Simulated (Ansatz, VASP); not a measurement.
## One calculation of Ge4Pd, two programs

INCAR

```
ALGO = Normal
EDIFF = 1E-7
ENCUT = 520
GGA = PE
ISIF = 2
ISMEAR = 0
ISPIN = 2
LASPH = T
LCHARG = F
LMAXMIX = 4
LORBIT = 11
LREAL = F
LWAVE = F
MAGMOM = 0 0 0 0 1
NBANDS = 45
NELM = 150
PREC = Accurate
SIGMA = 0.1
```

KPOINTS

```
k-points
0
Gamma
  4 4 4
```

Contents of POSCAR:

```
Ge4Pd
1.0
   -2.9823020286      2.9823020286      2.9823020286
    2.9823020286     -2.9823020286      2.9823020286
    2.9823020286      2.9823020286     -2.9823020286
Ge Pd
4 1
Direct
    0.5000000000      0.5000000000      0.5000000000
    0.0000000000      0.0000000000      0.5000000000
    0.0000000000      0.5000000000      0.0000000000
    0.5000000000      0.0000000000      0.0000000000
    0.0000000000      0.0000000000      0.0000000000
```

Input for Ansatz:

```yaml
crystal:
  lattice:
    - [-2.9823020286, 2.9823020286, 2.9823020286]
    - [2.9823020286, -2.9823020286, 2.9823020286]
    - [2.9823020286, 2.9823020286, -2.9823020286]
  atoms:
    - { symbol: Ge, position: [0.5, 0.5, 0.5] }
    - { symbol: Ge, position: [0.0, 0.0, 0.5] }
    - { symbol: Ge, position: [0.0, 0.5, 0.0] }
    - { symbol: Ge, position: [0.5, 0.0, 0.0] }
    - { symbol: Pd, position: [0.0, 0.0, 0.0], spin: 1.0 }
basis:
  ecutwfc: 420
kpoints:
  mp_grid: { grid: [4, 4, 4] }
hamiltonian:
  xc: pbe
scf:
  occupations: { method: gaussian, width: 0.1 }
  lower_state_search: "off"
output:
  forces: true
  stress: true
  eigenvalues: true
  populations: true
magnetization:
  spin_polarized: true
```

Alike in both runs: task single point; functional PBE; k mesh 4 × 4 × 4; occupations gaussian, width 0.1 eV; collinear spin.

|  | VASP | Ansatz |
| --- | --- | --- |
| version | VASP 6.6.1 | Ansatz 0.2.0 |
| potentials or method | VASP PAW PBE potentials, release 64 (Ge_d, Pd), cutoff 520 eV | scalar-relativistic, plane waves, PAW |
| valence electrons in the cell | 66 | 74 |

```tsv
	VASP	Ansatz	Ansatz less VASP
gap on the k mesh at the Fermi level (eV)	none	none	-
pressure (GPa)	0.1	0.1	-0.05
net moment per atom (μB)	0.00	0.00	0.000
```

A gap of «none» marks a metal or a gap that the smearing closes. With one functional, cell and mesh, what is left measures potentials, basis and numerics. VASP's potentials hold 66 valence electrons a cell and Ansatz's 74, so a difference there can come from the potentials and not from the codes. Ansatz's warnings: seeded moment not kept.

The k mesh is coarse, so the values compare programs but aren't converged.
